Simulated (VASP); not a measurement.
Wanted: the native input for a VASP 6.6.1 run.

- Task: single point
- Functional: LDA
- Potentials or basis: VASP PAW LDA potentials, release 64 (C)
- Cutoff: 600 eV
- k mesh: 10 × 10 × 10
- Occupations: methfessel-paxton, width 0.05 eV
- Spin: no spin polarisation
- Dipole correction: no
- Further INCAR settings: ALGO = Normal; EDIFF = 1e-06; NBANDS = 11

The structure of C lies in POSCAR:

```
C
1.0
    0.0000000000      1.7426803561      1.7426803561
    1.7426803561      0.0000000000      1.7426803561
    1.7426803561      1.7426803561      0.0000000000
C
2
Direct
    1.0000000000      1.0000000000      1.0000000000
    0.2500000000      0.2500000000      0.2500000000
```

The input as run:

INCAR

```
PREC = Accurate ; ENCUT = 600
EDIFF = 1E-6 ; ISMEAR = 1
SIGMA = 0.05 ; LREAL = False
LASPH = True ; NELM = 120
ALGO = Normal ; ISIF = 2
LWAVE = False ; LCHARG = False
NBANDS = 11 ; GGA_COMPAT = False
```

KPOINTS

```
regular mesh
0
Gamma
  10 10 10
```

Potentials or basis: VASP PAW LDA potentials, release 64 (C).

Command:

```sh
$ cat potpaw_LDA.64/C/POTCAR > POTCAR
$ mpirun -np 1 vasp_std > vasp.out
```

Results of the run:

| Quantity | Value |
| --- | --- |
| Pressure | 20.9 GPa |
| Band gap on the k mesh | 4.30 eV (least direct gap 5.74 eV) |

Caveat: the cell stands under pressure.

It took 7.1 s on 1 thread of Intel(R) Xeon(R) Platinum 8259CL CPU @ 2.50GHz (Skylake/Cascade Lake) (shared host), peak memory 0.11 GiB.
